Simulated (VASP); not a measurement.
Input of a VASP 6.6.1 run:

Contents of INCAR:

```
SYSTEM = WSe2
ALGO = Normal ; EDIFF = 1E-7
ENCUT = 520 ; GGA = PE
ISIF = 2 ; ISMEAR = -1
LASPH = .True. ; LCHARG = .False.
LREAL = .False. ; LWAVE = .False.
NBANDS = 35 ; NELM = 80
PREC = Accurate ; SIGMA = 0.02
```

Contents of KPOINTS:

```
k-points
0
Gamma
  12 12 2
  0 0 0
```

Contents of POSCAR:

```
WSe2
1.0
    3.2996674462      0.0000000000      0.0000000000
   -1.6498337231      2.8575958324      0.0000000000
    0.0000000000      0.0000000000     12.6227528714
W Se
2 4
Direct
    0.3333333333      0.6666666667      0.2500000000
    0.6666666667      0.3333333333      0.7500000000
    0.6666666667      0.3333333333      0.3813602840
    0.6666666667      0.3333333333      0.1186397160
    0.3333333333      0.6666666667      0.8813602840
    0.3333333333      0.6666666667      0.6186397160
```

Potentials or basis: VASP PAW PBE potentials, release 64 (W_sv, Se).

The run is started by

```bash
$ cat potpaw_PBE.64/W_sv/POTCAR potpaw_PBE.64/Se/POTCAR > POTCAR
$ mpirun -np 1 vasp_std > vasp.out
```

Problem. Predict the band gap on the k mesh.

Solution. 0.85 eV (least direct gap 1.44 eV).

Problem. Predict the pressure.

Solution. 5.1 GPa.

Forces in eV/Å, atoms in the order of the input:
```
W    0.000  0.000  0.000
W    0.000  0.000  0.000
Se   0.000  0.000  0.348
Se   0.000  0.000 -0.348
Se   0.000  0.000  0.348
Se   0.000  0.000 -0.348
```

Caveat: the cell differs from its parent crystal (uniaxial z strain -4.0%); the cell stands under pressure; spin-orbit coupling is left out, which moves the levels of the heavy elements; this functional lacks dispersion, which binds the layers, so the pressure and a relaxed spacing across them are unreliable. A k mesh can miss the band edges.
